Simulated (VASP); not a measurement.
Runs of VASP 6.6.1 on GaSb3. The structure is that of space group C2/m (No. 12), or close to it. The cells are those of the table. 

```csv
cell,gap on the mesh (eV),pressure (GPa),largest force (eV/Å)
"a = 5.315, b = 5.109, c = 5.124 Å, angles 62.6, 63.8, 58.9°, 4 atoms",none,-3.1,0.15
"a = 4.939, b = 4.802, c = 5.123 Å, angles 59.6, 60.5, 63.4°, 4 atoms",none,7.0,0.21
"a = 5.412, b = 5.275, c = 5.123 Å, angles 62.7, 63.5, 57.3°, 4 atoms",none,(b),0.09
"a = 5.314, b = 5.177, c = 5.123 Å, angles 62.1, 62.9, 58.4°, 4 atoms",none,-3.4,0.10
"a = 4.940, b = 4.733, c = 5.124 Å, angles 60.0, 61.4, 63.9°, 4 atoms",none,(a),0.32
```

Alike in all rows: task single point; level LDA; potentials or basis VASP PAW LDA potentials, release 64 (Ga_d, Sb); no spin polarisation; k mesh 10 × 10 × 10; cutoff (eV) 520; smearing gaussian 0.15 eV.

Problem. Estimate the missing entries.

Solution. (a) 7.4; (b) -4.7.

Caveats: spin-orbit coupling is left out, which moves the levels of the heavy elements; the cell stands under tension (at least some runs); the cell stands under pressure (at least some runs).

A k mesh can miss the band edges, and the runs leave out spin-orbit coupling on Ga, Sb.

A gap of «none» marks levels without a gap at the run's occupations.
